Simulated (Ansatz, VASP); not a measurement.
RbMgNbO3: VASP beside Ansatz

```xyz
6
Lattice="4.1076 -3.2212 0.0000 4.1076 3.2212 0.0000 -1.5786 0.0000 4.9759" Properties=species:S:1:pos:R:3 pbc="T T T"
Nb   -0.6785    0.0121    4.5336
Rb    3.2872    0.0076    2.4963
Mg    6.5677   -0.0205    0.7649
O     5.5064    1.6073    0.3488
O     5.5801   -1.6375    0.3072
O     6.8178   -0.0059    2.8133
```

Change from the starting cell: atoms moved at random, drawn with an rms of 0.05 Å.

Alike in both runs: task single point; functional PBE; k mesh 6 × 6 × 6; occupations fermi-dirac, width 0.05 eV; no spin polarisation.

|  | VASP | Ansatz |
| --- | --- | --- |
| version | VASP 6.6.1 | Ansatz 0.2.0 |
| potentials or method | VASP PAW PBE potentials, release 64 (Nb_sv, Rb_sv, Mg, O) | Ansatz PAW |
| plane-wave cutoff (eV) | 520 | 420 |
| valence electrons in the cell | 42 | 50 |

Ansatz gave:

| Item | Value |
| --- | --- |
| gap on the k mesh at the Fermi level (eV) | 2.01 |
| least direct gap on the mesh (eV) | 2.02 |
| pressure (GPa) | -0.1 |
| traceless stress, the component that is largest in VASP (GPa) | 1.92 |
| rms of the force components (eV/Å) | 0.398 |

Q: What did VASP give for the same quantities?

A: gap on the k mesh at the Fermi level (eV): 2.02; least direct gap on the mesh (eV): 2.03; pressure (GPa): -0.2; traceless stress, the component that is largest in VASP (GPa): 1.91; rms of the force components (eV/Å): 0.401.

Atom by atom the forces differ by 0.008 eV/Å (rms over components). VASP's potentials hold 42 valence electrons a cell and Ansatz's 50, so a difference there can come from the potentials and not from the codes.
